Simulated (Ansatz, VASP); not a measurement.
# One calculation of Ru, two programs

Contents of INCAR:

```
PREC     = Accurate       # precision mode
ENCUT    = 520            # plane-wave cutoff, eV
EDIFF    = 1E-6           # SCF threshold, eV
ISMEAR   = 1              # smearing method
SIGMA    = 0.1            # smearing width, eV
LREAL    = F              # projectors in reciprocal space
LASPH    = T              # aspherical terms in the spheres
NELM     = 60             # most SCF steps
ALGO     = Normal         # electronic algorithm
ISIF     = 2              # what is computed and relaxed
LWAVE    = F              # write WAVECAR
LCHARG   = F              # write CHGCAR
GGA      = PS             # functional
NBANDS   = 21             # bands
```

The input KPOINTS:

```
Automatic mesh
0
Gamma
  34 34 19
```

File POSCAR:

```
Ru
1.0
    2.7000000000      0.0000000000      0.0000000000
   -1.3500000000      2.3382685900      0.0000000000
    0.0000000000      0.0000000000      4.2768000000
Ru
2
Direct
    0.0000000000      0.0000000000      0.0000000000
    0.3333333333      0.6666666667      0.5000000000
```

Input for Ansatz:

```yaml
crystal:
  lattice:
    - [2.7, 0.0, 0.0]
    - [-1.35, 2.33826859, 0.0]
    - [0.0, 0.0, 4.2768]
  atoms:
    - { symbol: Ru, position: [0.0, 0.0, 0.0] }
    - { symbol: Ru, position: [0.3333333333, 0.6666666667, 0.5] }
kpoints:
  mp_grid: { grid: [34, 34, 19] }
scf:
  occupations: { method: cold, width: 0.1 }
hamiltonian:
  xc: pbesol
  pseudopotentials: { kind: paw }
output:
  forces: true
  stress: true
  populations: false
```

Alike in both runs: task single point; functional PBEsol; k mesh 34 × 34 × 19; no spin polarisation.

```csv
,VASP,Ansatz
version,VASP 6.6.1,Ansatz 0.2.0
potentials or method,"VASP PAW PBE potentials, release 64 (Ru_pv)","plane-wave PAW, scalar-relativistic"
plane-wave cutoff (eV),520,420
occupations,"methfessel-paxton of order 1, width 0.1 eV","cold, width 0.1 eV"
valence electrons in the cell,28,32
```

VASP gave:

```
pressure (GPa)                                                : -4.7
traceless stress, the component that is largest in VASP (GPa) : -1.47
```

What did Ansatz give for the same quantities?

Pressure (GPa): -4.6; traceless stress, the component that is largest in VASP (GPa): -1.52.

VASP's potentials were made for PBE, not for PBEsol. VASP's potentials hold 28 valence electrons a cell and Ansatz's 32, so a difference there can come from the potentials and not from the codes.
